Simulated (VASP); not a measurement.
# KBr (Fm-3m) in VASP: a series of runs, part 2 of 2

VASP 6.6.1. Earlier steps stand in the parts before.

## (3) Single point, PBE (volume scaled by 0.94)

Contents of INCAR:

```
PREC = Accurate ; ENCUT = 520
EDIFF = 1E-6 ; ISMEAR = 0
SIGMA = 0.02 ; LREAL = False
LASPH = True ; NELM = 100
ALGO = Normal ; ISIF = 2
LWAVE = False ; LCHARG = False
GGA = PE ; NBANDS = 15
```

Contents of KPOINTS:

```
regular mesh
0
Gamma
  6 6 6
```

Contents of POSCAR:

```
KBr
1.0
    0.0000000000      3.2820522324      3.2820522324
    3.2820522324      0.0000000000      3.2820522324
    3.2820522324      3.2820522324      0.0000000000
K Br
1 1
Direct
    0.0000000000      0.0000000000      0.0000000000
    0.5000000000      0.5000000000      0.5000000000
```

Potentials or basis: VASP PAW PBE potentials, release 64 (K_sv, Br).

On the command line:

```console
> cat potpaw_PBE.64/K_sv/POTCAR potpaw_PBE.64/Br/POTCAR > POTCAR
> mpirun -np 1 vasp_std > vasp.out
```

It took 28 s on 1 thread of Intel Xeon 8259CL, shared host; peak memory 0.21 GiB.

The run converged. Its results:

* Free energy: -6.2084 eV
* Pressure: 1.0 GPa
* Band gap on the k mesh: 4.48 eV, direct

Levels at points of the mesh, in eV from the valence-band top:
| k point | band 6 | band 7 | band 8 | band 9 | band 10 | band 11 |
| --- | --- | --- | --- | --- | --- | --- |
| (0.00, 0.00, 0.00) | 0.00 | 0.00 | 0.00 | 4.48 | 7.61 | 7.61 |
| (0.50, 0.00, 0.00) | -1.21 | -0.35 | -0.35 | 6.63 | 8.30 | 9.81 |
| (0.50, 0.50, 0.00) | -0.83 | -0.29 | -0.29 | 5.85 | 7.26 | 9.39 |

Caveat: the cell differs from its parent crystal (volume scaled by 0.94).

## (4) Single point, PBE

This run uses another cell than the first one, of 37.61 Å³/atom, 1.031 times its volume.

Contents of INCAR:

```
  PREC = Accurate
  ENCUT = 520
  EDIFF = 1E-6
  ISMEAR = 0
  SIGMA = 0.02
  LREAL = False
  LASPH = True
  NELM = 60
  ALGO = Normal
  ISIF = 2
  LWAVE = False
  LCHARG = True
  GGA = PE
  LELF = True
  LVHAR = True
  NBANDS = 15
```

Contents of KPOINTS:

```
Automatic mesh
0
Gamma
  6 6 6
```

Contents of POSCAR:

```
KBr
1.0
    0.0000000000      3.3504479118      3.3504479118
    3.3504479118      0.0000000000      3.3504479118
    3.3504479118      3.3504479118      0.0000000000
K Br
1 1
Direct
    0.0000000000      0.0000000000      0.0000000000
    0.5000000000      0.5000000000      0.5000000000
```

On the command line:

```console
> cat potpaw_PBE.64/K_sv/POTCAR potpaw_PBE.64/Br/POTCAR > POTCAR
> mpirun -np 1 vasp_std > vasp.out
```

It took 30 s on 1 thread of Intel Xeon 8259CL, shared host; peak memory 0.21 GiB.

The run converged. Its results:

```
Free energy            : -6.2236 eV
Pressure               : 0.1 GPa
Band gap on the k mesh : 4.31 eV, direct
```

Levels at points of the mesh, in eV from the valence-band top:
| k point | band 5 | band 6 | band 7 | band 8 | band 9 | band 10 | band 11 | band 12 |
| --- | --- | --- | --- | --- | --- | --- | --- | --- |
| (0.00, 0.00, 0.00) | -11.36 | 0.00 | 0.00 | 0.00 | 4.31 | 7.59 | 7.59 | 7.59 |
| (0.50, 0.00, 0.00) | -11.13 | -1.09 | -0.30 | -0.30 | 6.49 | 8.06 | 9.64 | 9.64 |
| (0.50, 0.50, 0.00) | -11.38 | -0.77 | -0.27 | -0.27 | 5.91 | 7.03 | 9.26 | 9.29 |

PBE gaps usually lie below the measured ones, often by a third to a half.

## (5) Single point, PBE (volume scaled by 1.03)

Contents of INCAR:

```
SYSTEM = KBr
  PREC = Accurate
  ENCUT = 520
  EDIFF = 1E-7
  ISMEAR = 0
  SIGMA = 0.02
  LREAL = .FALSE.
  LASPH = .TRUE.
  NELM = 60
  ALGO = Normal
  ISIF = 2
  LWAVE = .FALSE.
  LCHARG = .FALSE.
  GGA = PE
  NBANDS = 15
```

Contents of KPOINTS:

```
Automatic mesh
0
G
  6 6 6
  0 0 0
```

Contents of POSCAR:

```
KBr
1.0
    0.0000000000      3.3836228209      3.3836228209
    3.3836228209      0.0000000000      3.3836228209
    3.3836228209      3.3836228209      0.0000000000
K Br
1 1
Direct
    0.0000000000      0.0000000000      0.0000000000
    0.5000000000      0.5000000000      0.5000000000
```

On the command line:

```console
> cat potpaw_PBE.64/K_sv/POTCAR potpaw_PBE.64/Br/POTCAR > POTCAR
> mpirun -np 1 vasp_std > vasp.out
```

Run time: 31 s. Hardware: 1 thread of Intel Xeon 8259CL, shared host; peak memory 0.21 GiB.

The run converged. Its results:

* Free energy: -6.2218 eV
* Pressure: -0.3 GPa
* Band gap on the k mesh: 4.24 eV, direct

Levels at points of the mesh, in eV from the valence-band top:
```
           k point  band 6  band 7  band 8  band 9  band 10  band 11
(0.00, 0.00, 0.00)    0.00    0.00    0.00    4.24     7.58     7.58
(0.50, 0.00, 0.00)   -1.04   -0.28   -0.28    6.43     7.94     9.55
(0.50, 0.50, 0.00)   -0.74   -0.26   -0.26    5.93     6.93     9.10
```

Caveat: the cell differs from its parent crystal (volume scaled by 1.03).

## (6) Single point, PBE (volume scaled by 1.06)

Contents of INCAR:

```
PREC = Accurate
ENCUT = 520
EDIFF = 1E-6
ISMEAR = 0
SIGMA = 0.02
LREAL = False
LASPH = True
NELM = 80
ALGO = Normal
ISIF = 2
LWAVE = False
LCHARG = False
GGA = PE
NBANDS = 15
```

Contents of KPOINTS:

```
regular mesh
0
Gamma
  6 6 6
```

Contents of POSCAR:

```
KBr
1.0
    0.0000000000      3.4161596517      3.4161596517
    3.4161596517      0.0000000000      3.4161596517
    3.4161596517      3.4161596517      0.0000000000
K Br
1 1
Direct
    0.0000000000      0.0000000000      0.0000000000
    0.5000000000      0.5000000000      0.5000000000
```

Potentials or basis: VASP PAW PBE potentials, release 64 (K_sv, Br).

On the command line:

```console
> cat potpaw_PBE.64/K_sv/POTCAR potpaw_PBE.64/Br/POTCAR > POTCAR
> mpirun -np 1 vasp_std > vasp.out
```

OUTCAR:

```text
PREC = Accurate
   ENCUT = 520
   EDIFF = 1E-6
   ISMEAR = 0
   LREAL = False
   LASPH = True
   NELM = 80
   ISIF = 2
   GGA = PE

 ion  position               nearest neighbor table
   1  0.000  0.000  0.000-
   2  0.500  0.500  0.500-

  LATTYP: Found a face centered cubic cell.
 ALAT       =     6.8323193034

  Lattice vectors:

 A1 = (   0.0000000000,   3.4161596517,   3.4161596517)
 A2 = (   3.4161596517,   0.0000000000,   3.4161596517)
 A3 = (   3.4161596517,   3.4161596517,   0.0000000000)

Analysis of symmetry for initial positions (statically):
=====================================================================
 Subroutine PRICEL returns:
 Original cell was already a primitive cell.

 Routine SETGRP: Setting up the symmetry group for a
 face centered cubic supercell.

 Subroutine GETGRP returns: Found 48 space group operations
 (whereof 48 operations were pure point group operations)
 out of a pool of 48 trial point group operations.

The static configuration has the point symmetry O_h .

[... 161 lines left out ...]
      2     -14.2980      2.00000
      3     -13.6068      2.00000
      4     -13.6068      2.00000
      5     -13.6068      2.00000
      6      -2.1198      2.00000
      7      -2.1198      2.00000
      8      -2.1198      2.00000
      9       2.0515      0.00000
     10       5.4420      0.00000
     11       5.4420      0.00000
     12       5.4420      0.00000
     13       6.2029      0.00000
     14       6.2029      0.00000
[... 257 lines left out ...]
      2     -14.2924      2.00000
      3     -13.6560      2.00000
      4     -13.6387      2.00000
      5     -13.5471      2.00000
      6      -2.7314      2.00000
      7      -2.5126      2.00000
      8      -2.5057      2.00000
      9       4.4600      0.00000
     10       5.3802      0.00000
     11       5.8938      0.00000
     12       6.7156      0.00000
     13       7.5785      0.00000
     14       8.3158      0.00000
     15       8.6852      0.00000

------------------------ aborting loop because EDIFF is reached ----------------------------------------

  FORCE on cell =-STRESS in cart. coord.  units (eV):
  Direction    XX          YY          ZZ          XY          YZ          ZX
  --------------------------------------------------------------------------------------
  -------------------------------------------------------------------------------------
  Total       -0.3193260     -0.3193260     -0.3193260     -0.0000000      0.0000000     -0.0000000
  in kB       -6.4165333     -6.4165333     -6.4165333     -0.0000000      0.0000000     -0.0000000
  external PRESSURE =      -6.4165333 kB  Pullay stress =       0.0000000 kB

 VOLUME and BASIS-vectors are now :
 -----------------------------------------------------------------------------
  energy-cutoff  :      520.00
  volume of cell :       79.73
      direct lattice vectors                 reciprocal lattice vectors
     0.000000000  3.416159652  3.416159652    -0.146363183  0.146363183  0.146363183
     3.416159652  0.000000000  3.416159652     0.146363183 -0.146363183  0.146363183
     3.416159652  3.416159652  0.000000000     0.146363183  0.146363183 -0.146363183

 POSITION                                       TOTAL-FORCE (eV/Angst)
 -----------------------------------------------------------------------------------
      0.00000      0.00000      0.00000        -0.000000     -0.000000     -0.000000
      3.41616      3.41616      3.41616         0.000000      0.000000      0.000000
 -----------------------------------------------------------------------------------
    total drift:                                0.000000      0.000000      0.000000

  FREE ENERGIE OF THE ION-ELECTRON SYSTEM (eV)
  ---------------------------------------------------
  free  energy   TOTEN  =        -6.2151318969 eV

  energy  without entropy=       -6.2151318969  energy(sigma->0) =       -6.21513190
```

stdout:

```text
POSCAR found type information on POSCAR K Br
 POSCAR found :  2 types and       2 ions
 scaLAPACK will be used
 LDA part: xc-table for (Slater+PW92), standard interpolation
 POSCAR, INCAR and KPOINTS ok, starting setup
 FFT: planning ... GRIDC
 FFT: planning ... GRID_SOFT
 FFT: planning ... GRID
 WAVECAR not read
 entering main loop
```

Run time: 31 s. Hardware: 1 thread of Intel Xeon 8259CL, shared host; peak memory 0.21 GiB.

Results:

| Item | Value |
| --- | --- |
| Free energy | -6.2151 eV |
| Pressure | -0.6 GPa |
| Band gap on the k mesh | 4.17 eV, direct |

Caveat: the cell differs from its parent crystal (volume scaled by 1.06).

## (7) Summary

```csv
cell,gap on the mesh (eV),pressure (GPa)
"a = 4.690 Å, angles 60.0°, 2 atoms",4.39,0.5
"a = 4.642 Å, angles 60.0°, 2 atoms",4.48,1.0
"a = 4.738 Å, angles 60.0°, 2 atoms",4.31,0.1
"a = 4.785 Å, angles 60.0°, 2 atoms",4.24,-0.3
"a = 4.831 Å, angles 60.0°, 2 atoms",4.17,-0.6
```

Alike in all rows: task single point; level PBE; potentials or basis VASP PAW PBE potentials, release 64 (K_sv, Br); no spin polarisation; k mesh 6 × 6 × 6; cutoff (eV) 520; smearing gaussian 0.02 eV.

Absolute energies hang on the potentials; compare differences alone.
